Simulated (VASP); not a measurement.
**SrCl2: single point with r2SCAN**

SrCl2:

```
Sr Cl
1.0
     0.03259    3.48550    3.48550
     3.51809    0.00000    3.51809
     3.48550    3.48550    0.03259
Sr Cl
1 2
Direct
  0.00000 0.00000 0.00000
  0.25000 0.25000 0.25000
  0.75000 0.75000 0.75000
```

This cell differs from its parent crystal: strain +0.0187 x Voigt [0, 0, 0, 0, 1, 0].

| Quantity | Value |
| --- | --- |
| Program | VASP 6.6.1 |
| Task | single point |
| Functional | r2SCAN |
| Potentials or basis | VASP PAW PBE potentials, release 64 (Sr_sv, Cl) |
| Cutoff | 520 eV |
| k mesh | 6 × 6 × 6 |
| Occupations | gaussian, width 0.05 eV |
| Spin | no spin polarisation |

| Quantity | Value |
| --- | --- |
| Pressure | 0.4 GPa |
| Largest force | 0.052 eV/Å |
| Band gap on the k mesh | 5.98 eV (least direct gap 5.99 eV) |

Forces on the atoms (eV/Å):
```
Sr   0.000  0.000  0.000
Cl   0.000 -0.052  0.000
Cl   0.000  0.052  0.000
```

Stress tensor (GPa, compression positive):
```
 0.44  0.00 -0.31
 0.00  0.45  0.00
-0.31  0.00  0.44
```

Levels at points of the mesh, in eV from the valence-band top:
```csv
k point,band 9,band 10,band 11,band 12,band 13,band 14,band 15,band 16
"(0.00, 0.00, 0.00)",-2.15,-0.36,-0.35,-0.34,5.98,6.69,6.69,9.52
"(0.50, 0.00, 0.00)",-1.50,-1.35,-1.08,-1.07,7.28,7.34,8.24,8.29
"(0.00, 0.50, 0.00)",-1.48,-1.35,-1.07,-1.06,7.26,7.31,8.23,8.24
"(0.50, 0.50, 0.00)",-1.92,-0.40,-0.40,0.00,5.99,7.79,8.23,8.72
"(0.50, 0.00, 0.50)",-1.90,-0.45,-0.36,0.00,5.99,7.79,8.23,8.66
```

It took 5 min on 1 thread of Intel Xeon 8259CL, with other jobs on the host, peak memory 0.29 GiB.

Caveat: the cell differs from its parent crystal (strain +0.0187 x Voigt [0, 0, 0, 0, 1, 0]); the PAW data sets were made with another functional, which shifts forces and pressure a little. A k mesh can miss the band edges.
